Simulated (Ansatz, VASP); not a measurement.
**Two plane-wave programs on Au**

```
CELL_PARAMETERS angstrom
2.07904 -2.07904 0.00000
2.07904 0.00000 -2.07904
8.14295 8.14295 8.14295
ATOMIC_POSITIONS crystal
Au 0.66667 0.66667 0.08509
Au 0.00000 0.00000 0.93615
Au 0.33333 0.33333 0.25530
Au 0.66667 0.66667 0.59572
Au 0.00000 0.00000 0.42551
Au 0.33333 0.33333 0.76594
```

Alike in both runs: task single point; functional PBE; k mesh 23 × 23 × 4; occupations gaussian, width 0.15 eV; no spin polarisation.

|  | VASP | Ansatz |
| --- | --- | --- |
| version | VASP 6.6.1 | Ansatz 0.2.0 |
| potentials or method | VASP PAW PBE potentials, release 64 (Au), cutoff 520 eV | scalar-relativistic, plane waves, PAW |
| valence electrons in the cell | 66 | 114 |

VASP gave:

- gap on the k mesh at the Fermi level (eV): none
- pressure (GPa): 4.3
- traceless stress, the component that is largest in VASP (GPa): 0.62
- rms of the force components (eV/Å): 0.617

What did Ansatz give for the same quantities?

gap on the k mesh at the Fermi level (eV): none; pressure (GPa): 4.6; traceless stress, the component that is largest in VASP (GPa): 0.62; rms of the force components (eV/Å): 0.621.

Atom by atom the forces differ by 0.004 eV/Å (rms over components). A gap of «none» marks a metal or a gap that the smearing closes. VASP's potentials hold 66 valence electrons a cell and Ansatz's 114, so a difference there can come from the potentials and not from the codes.

Spin-orbit coupling is off throughout.
